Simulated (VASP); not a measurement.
A run of VASP 6.6.1 is set up as follows.

Contents of INCAR:

```
PREC = Accurate
ENCUT = 520
EDIFF = 1E-7
ISMEAR = 0
SIGMA = 0.15
LREAL = F
LASPH = T
NELM = 60
ALGO = Normal
ISIF = 2
LWAVE = F
LCHARG = F
GGA = PE
NBANDS = 16
```

File KPOINTS:

```
regular mesh
0
Gamma
  18 18 18
```

The input POSCAR:

```
InP
1.0
    0.0000000000      2.7701604164      2.7147572081
    2.7701604164      0.0000000000      2.7147572081
    2.7701604164      2.7701604164      0.0000000000
In P
1 1
Direct
    0.0000000000      0.0000000000      0.0000000000
    0.5000000000      0.5000000000      0.5000000000
```

Potentials or basis: VASP PAW PBE potentials, release 64 (In_d, P).

Launch:

```sh
$ cat potpaw_PBE.64/In_d/POTCAR potpaw_PBE.64/P/POTCAR > POTCAR
$ mpirun -np 1 vasp_std > vasp.out
```

Q: What does it give for the pressure?

A: 1.6 GPa.

Q: Estimate the band gap on the k mesh.

A: Zero (bands 9 and 10 overlap by 2.76 eV).

Stress tensor (GPa, compression positive):
```
0.75 0.00 0.00
0.00 0.75 0.00
0.00 0.00 3.28
```

Caveat: the cell differs from its parent crystal (strain -0.0200 x Voigt [0, 0, 1, 0, 0, 0]); spin-orbit coupling is left out, which moves the levels of the heavy elements.
